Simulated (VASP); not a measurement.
The system is CdO (Monteponite).

```xyz
2
Lattice="0.0000 2.3956 2.3956 2.3956 0.0000 2.3956 2.3956 2.3956 0.0000" Properties=species:S:1:pos:R:3 pbc="T T T"
Cd    0.0000    0.0000    0.0000
O     2.3956    2.3956    2.3956
```

Base run:

| Quantity | Value |
| --- | --- |
| Program | VASP 6.6.1 |
| Functional | BLYP |
| Potentials or basis | VASP PAW PBE potentials, release 64 (Cd, O) |
| Cutoff | 600 eV |
| k mesh | 10 × 10 × 10 |
| Occupations | fermi-dirac, width 0.05 eV |
| Spin | no spin polarisation |

Its results: band gap on the k mesh zero (band 9 reaches 1.88 eV, above the bottom of band 10 at 1.48 eV); pressure 4.3 GPa.

The run is repeated on the same cell with these changes: functional from BLYP to LDA; potentials or basis from VASP PAW PBE potentials, release 64 (Cd, O) to VASP PAW LDA potentials, release 64 (Cd, O). What comes out?

Band gap on the k mesh zero (band 9 reaches 1.24 eV, above the bottom of band 10 at 0.61 eV); pressure -11.7 GPa.

Caveats: the PAW data sets were made with another functional, which shifts forces and pressure a little (some runs).
